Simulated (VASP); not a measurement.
# WS2 in VASP: a series of runs

WS2 is run at these levels: PBE+D3(BJ); tasks: single point.

All numbers are computed with VASP 6.6.1; they aren't measurements. Logs are shortened: lines on timing, memory, paths and dates and some standing lists are left out, and cuts for length are marked.

## 1. The cell of the first run

The cell holds a slab with vacuum, 6 atoms: a = 3.160 Å, b = 3.160 Å, c = 23.804 Å, α = 90.00°, β = 90.00°, γ = 120.00°.

## 2. Single point, PBE+D3(BJ) (layers slid over each other)

INCAR reads:

```
PREC     = Accurate       # precision mode
ENCUT    = 520            # plane-wave cutoff, eV
EDIFF    = 1E-6           # SCF threshold, eV
ISMEAR   = 0              # smearing method
SIGMA    = 0.05           # smearing width, eV
LREAL    = F              # projectors in reciprocal space
LASPH    = T              # aspherical terms in the spheres
NELM     = 100            # most SCF steps
ALGO     = Normal         # electronic algorithm
ISIF     = 2              # what is computed and relaxed
LWAVE    = F              # write WAVECAR
LCHARG   = F              # write CHGCAR
LDIPOL   = T            
IDIPOL   = 3            
DIPOL    = 0.5 0.5 0.383
GGA      = PE             # functional
IVDW     = 12             # dispersion correction
NBANDS   = 35             # bands
```

KPOINTS reads:

```
regular mesh
0
Gamma
  9 9 1
```

POSCAR reads:

```
WS2
1.0
    3.1595457497      0.0000000000      0.0000000000
   -1.5797728749      2.7362468836      0.0000000000
    0.0000000000      0.0000000000     23.8042575719
S W
4 2
Direct
    0.3333333333      0.6666666667      0.1890418126
    0.3333333333      0.6666666667      0.3214605103
    0.6666666667      0.6666666667      0.4449678279
    0.6666666667      0.6666666667      0.5773865255
    0.6666666667      0.3333333333      0.2552511581
    1.0000000000      0.3333333333      0.5111771733
```

Potentials or basis: VASP PAW PBE potentials, release 64 (S, W_sv).

Launch:

```bash
> cat potpaw_PBE.64/S/POTCAR potpaw_PBE.64/W_sv/POTCAR > POTCAR
> mpirun -np 1 vasp_std > vasp.out
```

OUTCAR:

```text
PREC = Accurate
   ENCUT = 520
   EDIFF = 1E-6
   ISMEAR = 0
   LREAL = F
   LASPH = T
   NELM = 100
   ISIF = 2
   GGA = PE
   IVDW = 12
 IVDW          = 12

 ion  position               nearest neighbor table
   1  0.333  0.667  0.189-   5 2.41   5 2.41   5 2.41
   2  0.333  0.667  0.321-   5 2.41   5 2.41   5 2.41
   3  0.667  0.667  0.445-   6 2.41   6 2.41   6 2.41
   4  0.667  0.667  0.577-   6 2.41   6 2.41   6 2.41
   5  0.667  0.333  0.255-   1 2.41   1 2.41   1 2.41   2 2.41   2 2.41   2 2.41
   6  0.000  0.333  0.511-   3 2.41   3 2.41   3 2.41   4 2.41   4 2.41   4 2.41

  LATTYP: Found a hexagonal cell.
 ALAT       =     3.1595457497
 C/A-ratio  =     7.5340759266

  Lattice vectors:

 A1 = (   3.1595457497,   0.0000000000,   0.0000000000)
 A2 = (  -1.5797728749,   2.7362468836,   0.0000000000)
 A3 = (   0.0000000000,   0.0000000000,  23.8042575719)

Analysis of symmetry for initial positions (statically):
=====================================================================
 Subroutine PRICEL returns:
 Original cell was already a primitive cell.

 Routine SETGRP: Setting up the symmetry group for a
 hexagonal supercell.

 Subroutine GETGRP returns: Found  2 space group operations
 (whereof  1 operations were pure point group operations)
 out of a pool of 24 trial point group operations.

The static configuration has the point symmetry C_1 .
 The point group associated with its full space group is C_2 .

Analysis of symmetry for dynamics (positions and initial velocities):
=====================================================================
 Subroutine PRICEL returns:
 Original cell was already a primitive cell.

 Routine SETGRP: Setting up the symmetry group for a
 hexagonal supercell.

 Subroutine GETGRP returns: Found  2 space group operations
 (whereof  1 operations were pure point group operations)
 out of a pool of 24 trial point group operations.

The dynamic configuration has the point symmetry C_1 .
 The point group associated with its full space group is C_2 .

 Subroutine INISYM returns: Found  2 space group operations
 (whereof  1 operations are pure point group operations),
 and found     1 'primitive' translations

----------------------------------------------------------------------------------------

                                     Primitive cell

  volume of cell :     205.7949

  direct lattice vectors                    reciprocal lattice vectors
     3.159545750  0.000000000  0.000000000     0.316501193  0.182732049  0.000000000
    -1.579772875  2.736246884  0.000000000     0.000000000  0.365464098  0.000000000
     0.000000000  0.000000000 23.804257572     0.000000000  0.000000000  0.042009292

  length of vectors
     3.159545750  3.159545750 23.804257572     0.365464098  0.365464098  0.042009292

  position of ions in fractional coordinates (direct lattice)
     0.333333333  0.666666667  0.189041813
     0.333333333  0.666666667  0.321460510
     0.666666667  0.666666667  0.444967828
     0.666666667  0.666666667  0.577386526
     0.666666667  0.333333333  0.255251158
     0.000000000  0.333333333  0.511177173

  ion indices of the primitive-cell ions
   primitive index   ion index
                 1           1
                 2           2
                 3           3
                 4           4
                 5           5
                 6           6

----------------------------------------------------------------------------------------

 KPOINTS: regular mesh

Automatic generation of k-mesh.
 Grid dimensions read from file:
 generate k-points for:    9    9    1

 Generating k-lattice:

  Cartesian coordinates                     Fractional coordinates (reciprocal lattice)
     0.035166799  0.020303561  0.000000000     0.111111111 -0.000000000  0.000000000
     0.000000000  0.040607122  0.000000000     0.000000000  0.111111111  0.000000000
     0.000000000  0.000000000  0.042009292     0.000000000  0.000000000  1.000000000

  Length of vectors
     0.040607122  0.040607122  0.042009292

  Shift w.r.t. Gamma in fractional coordinates (k-lattice)
     0.000000000  0.000000000  0.000000000

 Subroutine IBZKPT returns following result:
 ===========================================

 Found     25 irreducible k-points:

 Following reciprocal coordinates:
            Coordinates               Weight
  0.000000  0.000000  0.000000      1.000000
  0.111111 -0.000000  0.000000      4.000000
  0.000000  0.111111  0.000000      2.000000
  0.222222  0.000000  0.000000      4.000000
  0.000000  0.222222  0.000000      2.000000
  0.333333 -0.000000  0.000000      4.000000
[... 16 lines left out ...]
 -0.222222 -0.444444  0.000000      4.000000
  0.444444  0.333333  0.000000      4.000000
   k-points           NKPTS =     25   k-points in BZ     NKDIM =     25   number of bands    NBANDS=     35
   number of dos      NEDOS =    301   number of ions     NIONS =      6
   total plane-waves  NPLWV = 103680
   dimension x,y,z NGX =    24 NGY =   24 NGZ =  180
   dimension x,y,z NGXF=    48 NGYF=   48 NGZF=  360
   ions per type =               4   2
   NGX,Y,Z   is equivalent  to a cutoff of  12.63, 12.63, 12.57 a.u.
   NGXF,Y,Z  is equivalent  to a cutoff of  25.26, 25.26, 25.14 a.u.
 SYSTEM =  unknown system
   PREC   = accura    normal or accurate (medium, high low for compatibility)
   ISTART =      0    job   : 0-new  1-cont  2-samecut
   ICHARG =      2    charge: 1-file 2-atom 10-const
   ISPIN  =      1    spin polarized calculation?
   LNONCOLLINEAR =      F non collinear calculations
   LSORBIT =      F    spin-orbit coupling
   LASPH  =      T    aspherical Exc in radial PAW
   ENCUT  =  520.0 eV  38.22 Ry    6.18 a.u.   5.87  5.87 44.26*2*pi/ulx,y,z
   NELM   =    100;   NELMIN=  2; NELMDL= -5     # of ELM steps
   EDIFF  = 0.1E-05   stopping-criterion for ELM
   LREAL  =      F    real-space projection
   EDIFFG = 0.1E-04   stopping-criterion for IOM
   NSW    =      0    number of steps for IOM
   IBRION =     -1    ionic relax: 0-MD 1-quasi-New 2-CG
   NFREE  =      0    steps in history (QN), initial steepest desc. (CG)
   ISIF   =      2    stress and relaxation
   ISYM   =      2    0-nonsym 1-usesym 2-fastsym
   POTIM  = 0.5000    time-step for ionic-motion
   TEBEG  =    0.0;   TEEND  =   0.0 temperature during run
   PSTRESS=    0.0 pullay stress
   NELECT =      52.0000    total number of electrons
   NUPDOWN=      -1.0000    fix difference up-down
   EMIN   =  10.00;   EMAX   =-10.00  energy-range for DOS
   EFERMI =   0.00;   METHOD = LEGACY
   ISMEAR =     0;   SIGMA  =   0.05  broadening in eV -4-tet -1-fermi 0-gaus
   EFERMI_NEDOS =   21; number of points for ismear=-14 and -15
   IALGO  =     38    algorithm
   IMIX   =      4    mixing-type and parameters
     AMIX     =   0.40;   BMIX     =  1.00
     AMIX_MAG =   1.60;   BMIX_MAG =  1.00
  volume/ion in A,a.u.               =      34.30       231.46
  Fermi-wavevector in a.u.,A,eV,Ry     =   1.034978  1.955825 14.574279  1.071179
  Thomas-Fermi vector in A             =   2.169299
   LORBIT       =      0    0 simple, 1 ext, 2 COOP (PROOUT), +10 PAW based schemes
   GGA     = PE    functional components
   LHFCALC =     F    Hartree Fock is set to
   AEXX    =    0.0000 exact exchange contribution
   IVDW    =    12    specifies the selected vdW correction
   LEPSILON=     F    determine dielectric tensor
   LRPA    =     F    only Hartree local field effects (RPA)
 non-spin polarized calculation
 Gauss-broadening in eV      SIGMA  =   0.05
  energy-cutoff  :      520.00
  volume of cell :      205.79
 maximum number of plane-waves:      5566
   NGX = 11   NGY = 11   NGZ = 89

 dipolmoment           0.000000      0.000000      0.000082 electrons x Angstroem

 number of electron      51.9999994 magnetization

 dipolmoment           0.000000      0.000000     -0.000005 electrons x Angstroem

 Free energy of the ion-electron system (eV)
  ---------------------------------------------------
  ext. energy  EPLUGINS =         0.00000000
  ---------------------------------------------------
  free energy    TOTEN  =       -47.19488021 eV

  energy without entropy =      -47.19488021  energy(sigma->0) =      -47.19488021

 E-fermi :   1.5547     XC(G=0):  -6.0866

 val. band max:        1.2837026293   @ k =   0.0000   0.0000   0.0000
 cond. band min:       2.6849017003   @ k =   0.2222   0.1111   0.0000
 fundamental gap:      1.4011990710
 Fermi energy:         1.5546628953

 k-point     1 :       0.0000    0.0000    0.0000
  band No.  band energies     occupation
      1     -73.1882      2.00000
      2     -73.1882      2.00000
      3     -37.4432      2.00000
      4     -37.4431      2.00000
      5     -37.2658      2.00000
      6     -37.2658      2.00000
[... 27 lines left out ...]
     34       3.9150      0.00000
     35       5.8820      0.00000

 k-point     2 :       0.1111   -0.0000    0.0000
  band No.  band energies     occupation
      1     -73.1861      2.00000
      2     -73.1860      2.00000
      3     -37.4355      2.00000
      4     -37.4354      2.00000
      5     -37.3086      2.00000
      6     -37.3073      2.00000
[... 27 lines left out ...]
     34       4.1232      0.00000
     35       6.2422      0.00000

 k-point     3 :       0.0000    0.1111    0.0000
  band No.  band energies     occupation
      1     -73.1861      2.00000
      2     -73.1860      2.00000
      3     -37.4355      2.00000
      4     -37.4354      2.00000
      5     -37.3078      2.00000
      6     -37.3078      2.00000
[... 27 lines left out ...]
     34       4.1367      0.00000
     35       6.2411      0.00000

 k-point     4 :       0.2222    0.0000    0.0000
  band No.  band energies     occupation
      1     -73.1806      2.00000
      2     -73.1805      2.00000
      3     -37.4181      2.00000
      4     -37.4171      2.00000
      5     -37.4143      2.00000
      6     -37.4120      2.00000
[... 27 lines left out ...]
     34       4.8264      0.00000
     35       6.9507      0.00000

 k-point     5 :       0.0000    0.2222    0.0000
  band No.  band energies     occupation
      1     -73.1806      2.00000
      2     -73.1805      2.00000
      3     -37.4169      2.00000
      4     -37.4169      2.00000
      5     -37.4137      2.00000
      6     -37.4137      2.00000
[... 638 lines left out ...]
 k-point    22 :       0.3333    0.2222    0.0000
  band No.  band energies     occupation
      1     -73.1685      2.00000
      2     -73.1684      2.00000
      3     -37.5690      2.00000
      4     -37.5676      2.00000
      5     -37.4342      2.00000
      6     -37.4330      2.00000
[... 27 lines left out ...]
     34       6.1290      0.00000
     35       6.9461      0.00000

 k-point    23 :      -0.2222   -0.4444    0.0000
  band No.  band energies     occupation
      1     -73.1685      2.00000
      2     -73.1684      2.00000
      3     -37.5684      2.00000
      4     -37.5679      2.00000
      5     -37.4340      2.00000
      6     -37.4335      2.00000
[... 27 lines left out ...]
     34       6.2246      0.00000
     35       6.7214      0.00000

 k-point    24 :       0.4444    0.3333    0.0000
  band No.  band energies     occupation
      1     -73.1685      2.00000
      2     -73.1684      2.00000
      3     -37.5688      2.00000
      4     -37.5680      2.00000
      5     -37.4339      2.00000
      6     -37.4331      2.00000
[... 27 lines left out ...]
     34       6.1253      0.00000
     35       6.9726      0.00000

 [... further k-points ...]

------------------------ aborting loop because EDIFF is reached ----------------------------------------

 vacuum level on the upper side and lower side of the slab       (xc-potential included)        -0.137        -0.139

 Edisp (eV)   -2.21402

 E8    (eV) :    -0.9615

  FORCE on cell =-STRESS in cart. coord.  units (eV):
  Direction    XX          YY          ZZ          XY          YZ          ZX
  --------------------------------------------------------------------------------------
  -------------------------------------------------------------------------------------
  Total      -0.02536    -0.31639     0.40152     0.00000     0.00000     0.59516
  in kB      -0.19745    -2.46323     3.12598     0.00000     0.00000     4.63352
  external pressure =        0.16 kB  Pullay stress =        0.00 kB

 VOLUME and BASIS-vectors are now :
 -----------------------------------------------------------------------------
  energy-cutoff  :      520.00
  volume of cell :      205.79
      direct lattice vectors                 reciprocal lattice vectors
     3.159545750  0.000000000  0.000000000     0.316501193  0.182732049  0.000000000
    -1.579772875  2.736246884  0.000000000     0.000000000  0.365464098  0.000000000
     0.000000000  0.000000000 23.804257572     0.000000000  0.000000000  0.042009292

 POSITION                                       TOTAL-FORCE (eV/Angst)
 -----------------------------------------------------------------------------------
     -0.00000      1.82416      4.50000         0.001115     -0.005165      0.002518
     -0.00000      1.82416      7.65213        -0.150789      0.002164     -0.226266
      1.05318      1.82416     10.59213         0.150789      0.002164      0.226266
      1.05318      1.82416     13.74426        -0.001115     -0.005165     -0.002518
      1.57977      0.91208      6.07606        -0.026590      0.003001      0.026625
     -0.52659      0.91208     12.16819         0.026590      0.003001     -0.026625
 -----------------------------------------------------------------------------------
    total drift:                                0.000001      0.000123     -0.000484

  FREE ENERGIE OF THE ION-ELECTRON SYSTEM (eV)
  ---------------------------------------------------
  free  energy   TOTEN  =       -49.4088957263 eV

  energy  without entropy=      -49.4088957263  energy(sigma->0) =      -49.40889573

 vacuum level on the upper side and lower side of the slab         6.363         6.362
```

Run time: 3.3 min. Hardware: 1 thread of Intel Xeon Platinum 8259CL at 2.50GHz (Skylake/Cascade Lake), shared host; peak memory 0.4 GiB.

What came out:

* Free energy: -49.4089 eV
* Largest force: 0.272 eV/Å
* Band gap on the k mesh: 1.40 eV (least direct gap 1.89 eV)
* Dispersion energy per atom: -0.369 eV

Forces on the atoms (eV/Å):
```
S    0.001 -0.005  0.003
S   -0.151  0.002 -0.226
S    0.151  0.002  0.226
S   -0.001 -0.005 -0.003
W   -0.027  0.003  0.027
W    0.027  0.003 -0.027
```

Caveat: the cell differs from its parent crystal (layers slid over each other); spin-orbit coupling is left out, which moves the levels of the heavy elements.

[end of part 1 of 2]
